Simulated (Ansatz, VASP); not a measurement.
Two plane-wave programs on CrO2

```
Cr O
1.0
     4.44391    0.00000    0.00000
     0.00000    4.44391    0.00000
     0.00000    0.00000    2.92175
Cr O
2 4
Direct
  0.00000 0.00000 0.00000
  0.50000 0.50000 0.50000
  0.30366 0.30366 0.00000
  0.19634 0.80366 0.50000
  0.69634 0.69634 0.00000
  0.80366 0.19634 0.50000
```

Alike in both runs: functional PBE; k mesh 6 × 6 × 10; occupations gaussian, width 0.05 eV; collinear spin.

Ansatz relaxed the structure, and its values are those at the end. VASP's run is a single point on that final structure, the one shown.

|  | VASP | Ansatz |
| --- | --- | --- |
| version | VASP 6.6.1 | Ansatz 0.2.0 |
| potentials or method | VASP PAW PBE potentials, release 64 (Cr_pv, O), cutoff 520 eV | scalar-relativistic, plane waves, PAW |
| valence electrons in the cell | 48 | 52 |

```tsv
	VASP	Ansatz	Ansatz less VASP
gap on the k mesh at the Fermi level (eV)	none	none	-
pressure (GPa)	0.6	0.0	-0.60
rms of the force components (eV/Å)	0.010	0.000	-0.0099
net moment per atom (μB)	0.67	0.67	0.000
size of the moment on the site where the two differ most (μB)	2.11	1.75	-0.356
```

Site moments also hang on the region over which each program counts them. A gap of «none» marks a metal or a gap that the smearing closes. VASP's potentials hold 48 valence electrons a cell and Ansatz's 52, so a difference there can come from the potentials and not from the codes.
